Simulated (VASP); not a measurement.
Wanted: the native input for a VASP 6.6.1 run.

| Item | Value |
| --- | --- |
| Task | single point |
| Functional | r2SCAN |
| Potentials or basis | VASP PAW PBE potentials, release 64 (Si, O, H) |
| Cutoff | 520 eV |
| k mesh | 1 × 1 × 1 |
| Occupations | gaussian, width 0.02 eV |
| Spin | no spin polarisation |
| Dipole correction | no |
| Further INCAR settings | LREAL = Auto; ALGO = Normal; EDIFF = 1e-06; NBANDS = 235 |

The system is Si23H4O48 (a cell with a defect).

```
Si O H
1.0
     9.83160    0.00000    0.00000
    -4.91580    8.51441    0.00000
     0.00000    0.00000   10.81820
Si O H
23 48 4
Direct
  0.26684 0.00098 0.16347
  0.00285 0.27037 0.33570
  0.23061 0.23541 0.00010
  0.26535 0.99775 0.66365
  0.99321 0.26636 0.83503
  0.23231 0.22851 0.50175
  0.26828 0.50274 0.16721
  0.99978 0.76761 0.33315
  0.23386 0.73303 0.99665
  0.99892 0.76669 0.83271
  0.23443 0.73561 0.49762
  0.76924 0.00430 0.16724
  0.49845 0.26709 0.33264
  0.72664 0.23202 0.00030
  0.76572 0.00123 0.66690
  0.49457 0.26577 0.83203
  0.73277 0.23381 0.49924
  0.76517 0.50083 0.16730
  0.50119 0.77037 0.33205
  0.73508 0.73690 0.00121
  0.76319 0.49956 0.66634
  0.50465 0.76921 0.83163
  0.73275 0.73549 0.49969
  0.06877 0.20662 0.44624
  0.29612 0.36583 0.10991
  0.14021 0.43474 0.27866
  0.20246 0.06990 0.05539
  0.36238 0.29444 0.39136
  0.43070 0.13842 0.22135
  0.06543 0.20987 0.94571
  0.30388 0.35177 0.61665
  0.13567 0.42902 0.77808
  0.19971 0.05743 0.54993
  0.35846 0.29582 0.88797
  0.42848 0.13645 0.72173
  0.06790 0.70632 0.44383
  0.29912 0.86841 0.10315
  0.13683 0.93004 0.27352
  0.20408 0.56985 0.05801
  0.36398 0.79940 0.38658
  0.43429 0.64068 0.22152
  0.06775 0.70498 0.94236
  0.29936 0.86433 0.60902
  0.13503 0.93004 0.77389
  0.20585 0.56995 0.55544
  0.35939 0.78706 0.88338
  0.45745 0.64843 0.71430
  0.56833 0.20467 0.44119
  0.79072 0.36288 0.10970
  0.63447 0.43318 0.27686
  0.70322 0.06912 0.05732
  0.86583 0.29920 0.39139
  0.93374 0.14158 0.22412
  0.56175 0.20462 0.94369
  0.79140 0.36227 0.61097
  0.63035 0.43231 0.77517
  0.70537 0.06909 0.55548
  0.85400 0.29271 0.88822
  0.93076 0.13663 0.72449
  0.56846 0.70787 0.44230
  0.79902 0.86851 0.11014
  0.63944 0.93563 0.27729
  0.70548 0.57144 0.05743
  0.86379 0.79712 0.38999
  0.93059 0.63562 0.22438
  0.56975 0.70901 0.94538
  0.79447 0.86456 0.61073
  0.63681 0.93933 0.77827
  0.70413 0.56993 0.55610
  0.86338 0.79661 0.88968
  0.92852 0.63351 0.72462
  0.45230 0.54777 0.72534
  0.24518 0.35521 0.66329
  0.30280 0.58497 0.59564
  0.11633 0.47967 0.70696
```

These files were run (other wordings do the same):

POSCAR

```
Si23H4O48
1.0
    9.8316000000      0.0000000000      0.0000000000
   -4.9158000000      8.5144150000      0.0000000000
    0.0000000000      0.0000000000     10.8182000000
Si O H
23 48 4
Direct
    0.2668430000      0.0009767400      0.1634700000
    0.0028516000      0.2703680000      0.3357050000
    0.2306050000      0.2354080000      0.0001007300
    0.2653480000      0.9977494000      0.6636500000
    0.9932126000      0.2663560000      0.8350300000
    0.2323110000      0.2285110000      0.5017520000
    0.2682820000      0.5027390000      0.1672110000
    0.9997803800      0.7676140000      0.3331480000
    0.2338640000      0.7330290000      0.9966533000
    0.9989205000      0.7666930000      0.8327140000
    0.2344290000      0.7356140000      0.4976220000
    0.7692410000      0.0042952000      0.1672390000
    0.4984520000      0.2670890000      0.3326380000
    0.7266420000      0.2320240000      0.0002954000
    0.7657180000      0.0012322000      0.6669000000
    0.4945750000      0.2657660000      0.8320270000
    0.7327730000      0.2338080000      0.4992370000
    0.7651740000      0.5008340000      0.1672980000
    0.5011880000      0.7703670000      0.3320530000
    0.7350830000      0.7369020000      0.0012113000
    0.7631940000      0.4995590000      0.6663380000
    0.5046480000      0.7692100000      0.8316280000
    0.7327490000      0.7354920000      0.4996880000
    0.0687650000      0.2066210000      0.4462400000
    0.2961240000      0.3658270000      0.1099080000
    0.1402060000      0.4347450000      0.2786630000
    0.2024600000      0.0698960000      0.0553950000
    0.3623780000      0.2944360000      0.3913610000
    0.4306990000      0.1384180000      0.2213530000
    0.0654320000      0.2098730000      0.9457150000
    0.3038820000      0.3517710000      0.6166480000
    0.1356700000      0.4290170000      0.7780800000
    0.1997120000      0.0574320000      0.5499300000
    0.3584550000      0.2958220000      0.8879650000
    0.4284840000      0.1364520000      0.7217280000
    0.0679010000      0.7063220000      0.4438320000
    0.2991160000      0.8684090000      0.1031500000
    0.1368330000      0.9300380000      0.2735220000
    0.2040780000      0.5698520000      0.0580140000
    0.3639780000      0.7993980000      0.3865800000
    0.4342950000      0.6406840000      0.2215190000
    0.0677460000      0.7049810000      0.9423610000
    0.2993620000      0.8643310000      0.6090240000
    0.1350350000      0.9300380000      0.7738950000
    0.2058530000      0.5699500000      0.5554350000
    0.3593880000      0.7870590000      0.8833780000
    0.4574520000      0.6484340000      0.7143040000
    0.5683340000      0.2046660000      0.4411890000
    0.7907210000      0.3628830000      0.1097040000
    0.6344730000      0.4331810000      0.2768560000
    0.7032200000      0.0691220000      0.0573170000
    0.8658290000      0.2991990000      0.3913950000
    0.9337440000      0.1415760000      0.2241200000
    0.5617480000      0.2046160000      0.9436860000
    0.7914020000      0.3622690000      0.6109670000
    0.6303510000      0.4323090000      0.7751710000
    0.7053660000      0.0690910000      0.5554790000
    0.8539980000      0.2927100000      0.8882170000
    0.9307640000      0.1366270000      0.7244910000
    0.5684650000      0.7078670000      0.4422990000
    0.7990200000      0.8685060000      0.1101390000
    0.6394420000      0.9356300000      0.2772850000
    0.7054800000      0.5714430000      0.0574340000
    0.8637870000      0.7971160000      0.3899890000
    0.9305870000      0.6356190000      0.2243800000
    0.5697540000      0.7090080000      0.9453830000
    0.7944690000      0.8645580000      0.6107280000
    0.6368080000      0.9393260000      0.7782680000
    0.7041320000      0.5699330000      0.5561050000
    0.8633810000      0.7966100000      0.8896810000
    0.9285160000      0.6335080000      0.7246220000
    0.4522990000      0.5477660000      0.7253400000
    0.2451765500      0.3552076300      0.6632927700
    0.3027980000      0.5849670000      0.5956360000
    0.1163320000      0.4796660000      0.7069560000
```

INCAR.step1

```
SYSTEM = Si23H4O48
PREC = Accurate ; ENCUT = 520
ISMEAR = 0 ; SIGMA = 0.02
LREAL = Auto ; LASPH = .TRUE.
NELM = 80 ; NBANDS = 235
GGA = PE ; ALGO = Normal
EDIFF = 1E-4 ; LWAVE = .TRUE.
LCHARG = .FALSE.
```

INCAR.step2

```
SYSTEM = Si23H4O48
PREC = Accurate ; ENCUT = 520
EDIFF = 1E-6 ; ISMEAR = 0
SIGMA = 0.02 ; LREAL = Auto
LASPH = .TRUE. ; NELM = 80
ALGO = Normal ; ISIF = 2
LWAVE = .FALSE. ; LCHARG = .TRUE.
METAGGA = R2SCAN ; LMIXTAU = .TRUE.
LELF = .TRUE. ; LVHAR = .TRUE.
NBANDS = 235 ; ISTART = 1
```

KPOINTS

```
Automatic mesh
0
G
  1 1 1
  0 0 0
```

Potentials or basis: VASP PAW PBE potentials, release 64 (Si, O, H).

Run with:

```bash
$ cat potpaw_PBE.64/Si/POTCAR potpaw_PBE.64/O/POTCAR potpaw_PBE.64/H/POTCAR > POTCAR
$ cp INCAR.step1 INCAR
$ mpirun -np 1 vasp_gam > vasp.out
$ cp INCAR.step2 INCAR
$ mpirun -np 1 vasp_gam > vasp.out
```

Results of the run:

| Property | Result |
| --- | --- |
| Pressure | -1.9 GPa |
| Largest force | 20.174 eV/Å |
| Band gap on the k mesh | 6.46 eV |

Caveat: the k points lie up to 0.74 Å⁻¹ apart; the PAW data sets were made with another functional, which shifts forces and pressure a little.

Wall time 38 min on 1 thread of Intel Xeon 8259CL (shared host), peak memory 1.1 GiB.
